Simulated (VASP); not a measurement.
A run of VASP 6.6.1 is set up as follows.

The input INCAR:

```
SYSTEM = GaAs
PREC = Accurate
ENCUT = 520
EDIFF = 1E-6
ISMEAR = 0
SIGMA = 0.01
LREAL = .False.
LASPH = .True.
NELM = 80
ALGO = Normal
ISIF = 2
LWAVE = .False.
LCHARG = .False.
GGA = CA
NBANDS = 16
```

File KPOINTS:

```
regular mesh
0
Gamma
  8 8 8
  0 0 0
```

File POSCAR:

```
GaAs
1.0
    2.8574759518      2.8574759518      0.0000000000
   -2.8574759518      2.8574759518      0.0000000000
    0.0000000000      2.8574759518      2.7678296474
Ga As
1 1
Direct
    0.0000000000      0.0000000000      0.0000000000
    0.7500000000      0.2500000000      0.5000000000
```

Potentials or basis: VASP PAW LDA potentials, release 64 (Ga_d, As).

The run is started by

```bash
$ cat potpaw_LDA.64/Ga_d/POTCAR potpaw_LDA.64/As/POTCAR > POTCAR
$ mpirun -np 1 vasp_std > vasp.out
```

Q: What does it give for the pressure?

A: -1.7 GPa.

Q: What does it give for the band gap on the k mesh?

A: 0.20 eV, direct.

Stress tensor (GPa, compression positive):
```
-2.30  0.00  0.00
 0.00 -2.30  0.00
 0.00  0.00 -0.40
```

Caveat: the cell differs from its parent crystal (in-plane strain +0.02).
